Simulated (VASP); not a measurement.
## BaHfO3: single point with HSE06

Crystal: BaHfO3.

```
Ba Hf O
1.0
     4.13529    0.00000    0.00000
     0.00000    4.13529    0.00000
     0.00000    0.00000    4.19903
Ba Hf O
1 1 3
Cartesian
  0.0000 0.0000 0.0000
  2.0676 2.0676 2.0995
  2.0676 2.0676 0.0000
  2.0676 0.0000 2.0995
  0.0000 2.0676 2.0995
```

This cell differs from its parent crystal: epitaxial xy strain -1.0%.

```json
{
 "Program": "VASP 6.6.1",
 "Task": "single point",
 "Functional": "HSE06",
 "Potentials or basis": "VASP PAW PBE potentials, release 64 (Ba_sv, Hf_pv, O)",
 "Cutoff": "520 eV",
 "k mesh": "4 × 4 × 4",
 "Occupations": "gaussian, width 0.01 eV",
 "Spin": "no spin polarisation",
 "Dipole correction": "no",
 "Grid for exact exchange (PRECFOCK)": "Fast",
 "Further INCAR settings": "ALGO = Normal; EDIFF = 1e-06; NBANDS = 27",
 "Share of exact exchange": "0.25",
 "Screening parameter": "0.2079 1/Å"
}
```

The pressure is 1.2 GPa and the band gap on the k mesh is 5.03 eV (least direct gap 5.29 eV).

Stress tensor (GPa, compression positive):
```
 2.48  0.00  0.00
 0.00  2.48  0.00
 0.00  0.00 -1.43
```

Levels at points of the mesh, in eV from the valence-band top:
```tsv
k point	band 15	band 16	band 17	band 18	band 19	band 20	band 21	band 22	band 23	band 24
(0.00, 0.00, 0.00)	-1.08	-1.08	-0.27	-0.25	-0.25	5.03	5.03	5.12	6.13	6.26
(0.50, 0.00, 0.00)	-1.91	-1.90	-1.81	-0.62	-0.62	5.67	8.18	8.20	8.20	8.49
(0.50, 0.50, 0.00)	-2.67	-1.20	-0.93	-0.93	-0.07	8.04	8.04	8.27	8.76	10.16
(0.00, 0.00, 0.50)	-1.80	-1.74	-1.74	-0.60	-0.60	5.70	7.98	7.98	8.00	8.40
(0.50, 0.00, 0.50)	-2.53	-1.16	-1.04	-1.04	-0.11	7.88	8.06	8.32	8.57	10.01
(0.50, 0.50, 0.50)	-2.64	-2.64	-0.03	-0.03	0.00	7.61	7.61	7.70	9.73	9.73
```

It took 15 min on 4 MPI ranks on AMD EPYC 7R43 64-Core Processor (Zen 3), with other jobs on the host, peak memory 0.28 GiB a rank.

Caveat: the cell differs from its parent crystal (epitaxial xy strain -1.0%); the PAW data sets were made with another functional, which shifts forces and pressure a little; spin-orbit coupling is left out, which moves the levels of the heavy elements. A k mesh can miss the band edges.
